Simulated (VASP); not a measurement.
# AlN (P6_3mc) in VASP: a series of runs

The runs below take AlN through single point, relaxation of shape and atoms at fixed volume, with r2SCAN.

Program: VASP 6.6.1. These are calculated values, not measurements. Logs are shortened: lines on timing, memory, paths and dates and some standing lists are left out, and cuts for length are marked.

**1. The cell of the first run**

Symmetry: P6_3mc, No. 186, hexagonal system. Conventional cell: a = 3.145 Å, b = 3.145 Å, c = 5.051 Å, α = 90.00°, β = 90.00°, γ = 120.00°. Al (site symmetry 3m) has 4 N at 1.91 to 1.93 Å within 2.5 Å. Within 2.5 Å of N (site symmetry 3m) lie 4 Al at 1.91 to 1.93 Å.

**2. Single point, r2SCAN (10.82 Å³/atom)**

File POSCAR:

```
AlN
1.0
    3.1454352705      0.0000000000      0.0000000000
   -1.5727176353      2.7240268502      0.0000000000
    0.0000000000      0.0000000000      5.0510595604
Al N
2 2
Direct
    0.3333333333      0.6666666667     -0.0005683583
    0.6666666667      0.3333333333      0.4994316417
    0.3333333333      0.6666666667      0.3805683583
    0.6666666667      0.3333333333      0.8805683583
```

File INCAR.step1:

```
ALGO = Normal ; EDIFF = 1E-4
ENCUT = 520 ; GGA = PE
ISMEAR = 0 ; LASPH = T
LCHARG = F ; LREAL = F
LWAVE = T ; NBANDS = 16
NELM = 60 ; PREC = Accurate
SIGMA = 0.05
```

File INCAR.step2:

```
ALGO = Normal ; EDIFF = 1E-6
ENCUT = 520 ; ISIF = 2
ISMEAR = 0 ; ISTART = 1
LASPH = T ; LCHARG = F
LMIXTAU = T ; LREAL = F
LWAVE = F ; METAGGA = R2SCAN
NBANDS = 16 ; NELM = 60
PREC = Accurate ; SIGMA = 0.05
```

File KPOINTS:

```
k-points
0
Gamma
  8 8 4
```

Potentials or basis: VASP PAW PBE potentials, release 64 (Al, N).

Command:

```bash
$ cat potpaw_PBE.64/Al/POTCAR potpaw_PBE.64/N/POTCAR > POTCAR
$ cp INCAR.step1 INCAR
$ mpirun -np 1 vasp_std > vasp.out
$ cp INCAR.step2 INCAR
$ mpirun -np 1 vasp_std > vasp.out
```

OUTCAR:

```text
EDIFF = 1E-6
   ENCUT = 520
   ISIF = 2
   ISMEAR = 0
   ISTART = 1
   LASPH = T
   LREAL = F
   METAGGA = R2SCAN
   NELM = 60
   PREC = Accurate

 ion  position               nearest neighbor table
   1  0.333  0.667  0.999-   4 1.91   4 1.91   4 1.91   3 1.93   2 3.11   2 3.11   2 3.11   2 3.11
                             2 3.11   2 3.11
   2  0.667  0.333  0.499-   3 1.91   3 1.91   3 1.91   4 1.93   1 3.11   1 3.11   1 3.11   1 3.11
                             1 3.11   1 3.11
   3  0.333  0.667  0.381-   2 1.91   2 1.91   2 1.91   1 1.93
   4  0.667  0.333  0.881-   1 1.91   1 1.91   1 1.91   2 1.93

  LATTYP: Found a hexagonal cell.
 ALAT       =     3.1454352705
 C/A-ratio  =     1.6058380243

  Lattice vectors:

 A1 = (   3.1454352705,   0.0000000000,   0.0000000000)
 A2 = (  -1.5727176353,   2.7240268502,   0.0000000000)
 A3 = (   0.0000000000,   0.0000000000,   5.0510595604)

Analysis of symmetry for initial positions (statically):
=====================================================================
 Subroutine PRICEL returns:
 Original cell was already a primitive cell.

 Routine SETGRP: Setting up the symmetry group for a
 hexagonal supercell.

 Subroutine GETGRP returns: Found 12 space group operations
 (whereof  6 operations were pure point group operations)
 out of a pool of 24 trial point group operations.

The static configuration has the point symmetry C_3v.
 The point group associated with its full space group is C_6v.

Analysis of symmetry for dynamics (positions and initial velocities):
=====================================================================
 Subroutine PRICEL returns:
 Original cell was already a primitive cell.

 Routine SETGRP: Setting up the symmetry group for a
 hexagonal supercell.

 Subroutine GETGRP returns: Found 12 space group operations
 (whereof  6 operations were pure point group operations)
 out of a pool of 24 trial point group operations.

The dynamic configuration has the point symmetry C_3v.
 The point group associated with its full space group is C_6v.

 Subroutine INISYM returns: Found 12 space group operations
 (whereof  6 operations are pure point group operations),
 and found     1 'primitive' translations

----------------------------------------------------------------------------------------

                                     Primitive cell

  volume of cell :      43.2787

  direct lattice vectors                    reciprocal lattice vectors
     3.145435271  0.000000000  0.000000000     0.317921023  0.183551788  0.000000000
    -1.572717635  2.724026850  0.000000000     0.000000000  0.367103577  0.000000000
     0.000000000  0.000000000  5.051059560     0.000000000  0.000000000  0.197978263

  length of vectors
     3.145435271  3.145435271  5.051059560     0.367103577  0.367103577  0.197978263

  position of ions in fractional coordinates (direct lattice)
     0.333333333  0.666666667  0.999431642
     0.666666667  0.333333333  0.499431642
     0.333333333  0.666666667  0.380568358
     0.666666667  0.333333333  0.880568358

  ion indices of the primitive-cell ions
   primitive index   ion index
                 1           1
                 2           2
                 3           3
                 4           4

----------------------------------------------------------------------------------------

 KPOINTS: k-points

Automatic generation of k-mesh.
 Grid dimensions read from file:
 generate k-points for:    8    8    4

 Generating k-lattice:

  Cartesian coordinates                     Fractional coordinates (reciprocal lattice)
     0.039740128  0.022943974  0.000000000     0.125000000  0.000000000  0.000000000
     0.000000000  0.045887947  0.000000000     0.000000000  0.125000000  0.000000000
     0.000000000  0.000000000  0.049494566     0.000000000  0.000000000  0.250000000

  Length of vectors
     0.045887947  0.045887947  0.049494566

  Shift w.r.t. Gamma in fractional coordinates (k-lattice)
     0.000000000  0.000000000  0.000000000

 Subroutine IBZKPT returns following result:
 ===========================================

 Found     30 irreducible k-points:

 Following reciprocal coordinates:
            Coordinates               Weight
  0.000000  0.000000  0.000000      1.000000
  0.125000 -0.000000  0.000000      6.000000
  0.250000 -0.000000  0.000000      6.000000
  0.375000 -0.000000  0.000000      6.000000
  0.500000 -0.000000  0.000000      3.000000
  0.125000  0.125000  0.000000      6.000000
[... 16 lines left out ...]
  0.250000 -0.000000  0.500000      6.000000
  0.375000 -0.000000  0.500000      6.000000
 [... further k-points ...]
   k-points           NKPTS =     30   k-points in BZ     NKDIM =     30   number of bands    NBANDS=     16
   number of dos      NEDOS =    301   number of ions     NIONS =      4
   total plane-waves  NPLWV =  23040
   dimension x,y,z NGX =    24 NGY =   24 NGZ =   40
   dimension x,y,z NGXF=    48 NGYF=   48 NGZF=   80
   ions per type =               2   2
   NGX,Y,Z   is equivalent  to a cutoff of  12.68, 12.68, 13.17 a.u.
   NGXF,Y,Z  is equivalent  to a cutoff of  25.37, 25.37, 26.33 a.u.
 SYSTEM =  unknown system
   PREC   = accura    normal or accurate (medium, high low for compatibility)
   ISTART =      1    job   : 0-new  1-cont  2-samecut
   ICHARG =      0    charge: 1-file 2-atom 10-const
   ISPIN  =      1    spin polarized calculation?
   LNONCOLLINEAR =      F non collinear calculations
   LSORBIT =      F    spin-orbit coupling
   LASPH  =      T    aspherical Exc in radial PAW
   ENCUT  =  520.0 eV  38.22 Ry    6.18 a.u.   5.85  5.85  9.39*2*pi/ulx,y,z
   NELM   =     60;   NELMIN=  2; NELMDL=  0     # of ELM steps
   EDIFF  = 0.1E-05   stopping-criterion for ELM
   LREAL  =      F    real-space projection
   EDIFFG = 0.1E-04   stopping-criterion for IOM
   NSW    =      0    number of steps for IOM
   IBRION =     -1    ionic relax: 0-MD 1-quasi-New 2-CG
   NFREE  =      0    steps in history (QN), initial steepest desc. (CG)
   ISIF   =      2    stress and relaxation
   ISYM   =      2    0-nonsym 1-usesym 2-fastsym
   POTIM  = 0.5000    time-step for ionic-motion
   TEBEG  =    0.0;   TEEND  =   0.0 temperature during run
   PSTRESS=    0.0 pullay stress
   NELECT =      16.0000    total number of electrons
   NUPDOWN=      -1.0000    fix difference up-down
   EMIN   =  10.00;   EMAX   =-10.00  energy-range for DOS
   EFERMI =   0.00;   METHOD = LEGACY
   ISMEAR =     0;   SIGMA  =   0.05  broadening in eV -4-tet -1-fermi 0-gaus
   EFERMI_NEDOS =   21; number of points for ismear=-14 and -15
   IALGO  =     38    algorithm
   IMIX   =      4    mixing-type and parameters
     AMIX     =   0.40;   BMIX     =  1.00
     AMIX_MAG =   1.60;   BMIX_MAG =  1.00
  volume/ion in A,a.u.               =      10.82        73.01
  Fermi-wavevector in a.u.,A,eV,Ry     =   1.174961  2.220353 18.783282  1.380532
  Thomas-Fermi vector in A             =   2.311349
   LORBIT       =      0    0 simple, 1 ext, 2 COOP (PROOUT), +10 PAW based schemes
   METAGGA = R2SCAN    functional components
   LHFCALC =     F    Hartree Fock is set to
   AEXX    =    0.0000 exact exchange contribution
   IVDW    =     0    specifies the selected vdW correction
   LEPSILON=     F    determine dielectric tensor
   LRPA    =     F    only Hartree local field effects (RPA)
 non-spin polarized calculation
 Gauss-broadening in eV      SIGMA  =   0.05
  energy-cutoff  :      520.00
  volume of cell :       43.28
 maximum number of plane-waves:      1182
 NGX is ok and might be reduce to    24
   NGX = 11   NGY = 11   NGZ = 19

 number of electron      15.9999999 magnetization

 Free energy of the ion-electron system (eV)
  ---------------------------------------------------
  ext. energy  EPLUGINS =         0.00000000
  ---------------------------------------------------
  free energy    TOTEN  =       -38.41295109 eV

  energy without entropy =      -38.41295109  energy(sigma->0) =      -38.41295109

 E-fermi :   5.8110     XC(G=0): -11.2395

 val. band max:        5.5357317226   @ k =   0.0000   0.0000   0.0000
 cond. band min:      10.1073868501   @ k =   0.0000   0.0000   0.0000
 fundamental gap:      4.5716551275
 Fermi energy:         5.8109819311

 k-point     1 :       0.0000    0.0000    0.0000
  band No.  band energies     occupation
      1     -10.1959      2.00000
      2      -8.2010      2.00000
      3      -0.3506      2.00000
      4       4.6955      2.00000
      5       4.6955      2.00000
      6       5.3413      2.00000
[... 8 lines left out ...]
     15      19.2999      0.00000
     16      19.2999      0.00000

 k-point     2 :       0.1250   -0.0000    0.0000
  band No.  band energies     occupation
      1     -10.0060      2.00000
      2      -8.0969      2.00000
      3      -0.1165      2.00000
      4       3.8463      2.00000
      5       4.4566      2.00000
      6       4.5247      2.00000
[... 8 lines left out ...]
     15      19.0413      0.00000
     16      19.2411      0.00000

 k-point     3 :       0.2500   -0.0000    0.0000
  band No.  band energies     occupation
      1      -9.4803      2.00000
      2      -7.8529      2.00000
      3       0.5540      2.00000
      4       2.1492      2.00000
      5       3.0985      2.00000
      6       3.9958      2.00000
[... 8 lines left out ...]
     15      18.2705      0.00000
     16      19.5119      0.00000

 k-point     4 :       0.3750   -0.0000    0.0000
  band No.  band energies     occupation
      1      -8.7824      2.00000
      2      -7.6760      2.00000
      3       0.7228      2.00000
      4       1.5274      2.00000
      5       1.9094      2.00000
      6       3.6179      2.00000
[... 8 lines left out ...]
     15      18.4995      0.00000
     16      21.1515      0.00000

 k-point     5 :       0.5000   -0.0000    0.0000
  band No.  band energies     occupation
      1      -8.3530      2.00000
      2      -7.7045      2.00000
      3       0.1797      2.00000
      4       1.4153      2.00000
      5       2.2513      2.00000
      6       3.4769      2.00000
[... 8 lines left out ...]
     15      19.0993      0.00000
     16      21.3409      0.00000

 k-point     6 :       0.1250    0.1250    0.0000
  band No.  band energies     occupation
      1      -9.6472      2.00000
      2      -7.9216      2.00000
      3       0.3368      2.00000
      4       2.9284      2.00000
      5       3.0843      2.00000
      6       4.3070      2.00000
[... 8 lines left out ...]
     15      18.7991      0.00000
     16      19.4308      0.00000
[... 267 lines left out ...]
 k-point    21 :       0.0000    0.0000    0.5000
  band No.  band energies     occupation
      1      -9.3532      2.00000
      2      -9.3532      2.00000
      3       2.2307      2.00000
      4       2.2307      2.00000
      5       5.0089      2.00000
      6       5.0089      2.00000
[... 8 lines left out ...]
     15      17.6284      0.00000
     16      17.6284      0.00000

 k-point    22 :       0.1250   -0.0000    0.5000
  band No.  band energies     occupation
      1      -9.1909      2.00000
      2      -9.1909      2.00000
      3       2.1588      2.00000
      4       2.1588      2.00000
      5       4.4947      2.00000
      6       4.4947      2.00000
[... 8 lines left out ...]
     15      18.0887      0.00000
     16      18.0887      0.00000

 k-point    23 :       0.2500   -0.0000    0.5000
  band No.  band energies     occupation
      1      -8.7597      2.00000
      2      -8.7597      2.00000
      3       1.5575      2.00000
      4       1.5575      2.00000
      5       3.9617      2.00000
      6       3.9617      2.00000
[... 8 lines left out ...]
     15      19.0066      0.00000
     16      19.0066      0.00000

 k-point    24 :       0.3750   -0.0000    0.5000
  band No.  band energies     occupation
      1      -8.2518      2.00000
      2      -8.2518      2.00000
      3       0.5226      2.00000
      4       0.5226      2.00000
      5       4.0608      2.00000
      6       4.0608      2.00000
[... 8 lines left out ...]
     15      19.4260      0.00000
     16      19.4260      0.00000

 [... further k-points ...]

------------------------ aborting loop because EDIFF is reached ----------------------------------------

  FORCE on cell =-STRESS in cart. coord.  units (eV):
  Direction    XX          YY          ZZ          XY          YZ          ZX
  --------------------------------------------------------------------------------------
  -------------------------------------------------------------------------------------
  Total       -2.1769903     -2.1769903     -2.1727776      0.0000000      0.0000000      0.0000000
  in kB      -80.5920966    -80.5920966    -80.4361417      0.0000000      0.0000000      0.0000000
  external PRESSURE =     -80.5401116 kB  Pullay stress =       0.0000000 kB

 VOLUME and BASIS-vectors are now :
 -----------------------------------------------------------------------------
  energy-cutoff  :      520.00
  volume of cell :       43.28
      direct lattice vectors                 reciprocal lattice vectors
     3.145435271  0.000000000  0.000000000     0.317921023  0.183551788  0.000000000
    -1.572717635  2.724026850  0.000000000     0.000000000  0.367103577  0.000000000
     0.000000000  0.000000000  5.051059560     0.000000000  0.000000000  0.197978263

 POSITION                                       TOTAL-FORCE (eV/Angst)
 -----------------------------------------------------------------------------------
     -0.00000      1.81602      5.04819        -0.000000     -0.000000      0.004712
      1.57272      0.90801      2.52266         0.000000      0.000000      0.004712
     -0.00000      1.81602      1.92227        -0.000000      0.000000     -0.004712
      1.57272      0.90801      4.44780         0.000000     -0.000000     -0.004712
 -----------------------------------------------------------------------------------
    total drift:                               -0.000000      0.000000     -0.024930

  FREE ENERGIE OF THE ION-ELECTRON SYSTEM (eV)
  ---------------------------------------------------
  free  energy   TOTEN  =       -38.4129510896 eV

  energy  without entropy=      -38.4129510896  energy(sigma->0) =      -38.41295109
```

Wall time 81 s (1 thread of Intel Xeon 8259CL, shared host); peak memory 0.17 GiB.

Results:

```
Free energy            : -38.4130 eV
Pressure               : -8.1 GPa
Largest force          : 0.005 eV/Å
Band gap on the k mesh : 4.57 eV
```

Forces in eV/Å, atoms in the order of the input:
```
Al   0.000  0.000  0.005
Al   0.000  0.000  0.005
N    0.000  0.000 -0.005
N    0.000  0.000 -0.005
```

Levels at points of the mesh, in eV from the valence-band top:
| k point | band 4 | band 5 | band 6 | band 7 | band 8 | band 9 | band 10 | band 11 | band 12 | band 13 |
| --- | --- | --- | --- | --- | --- | --- | --- | --- | --- | --- |
| (0.00, 0.00, 0.00) | -0.84 | -0.84 | -0.19 | -0.19 | 0.00 | 4.57 | 7.22 | 11.28 | 11.78 | 11.78 |
| (0.50, 0.00, 0.00) | -4.12 | -3.28 | -2.06 | -1.70 | -0.68 | 6.35 | 6.44 | 8.71 | 10.97 | 11.50 |
| (0.00, 0.00, 0.50) | -3.31 | -0.53 | -0.53 | -0.53 | -0.53 | 6.92 | 6.92 | 10.98 | 10.98 | 12.09 |
| (0.50, 0.00, 0.50) | -5.50 | -1.44 | -1.44 | -1.35 | -1.35 | 5.86 | 5.86 | 9.91 | 9.91 | 12.48 |

Caveat: the cell stands under tension; the PAW data sets were made with another functional, which shifts forces and pressure a little. r2SCAN opens gaps a little over a GGA but as a rule still falls short of measured ones.

(Continued in part 2 of 2.)
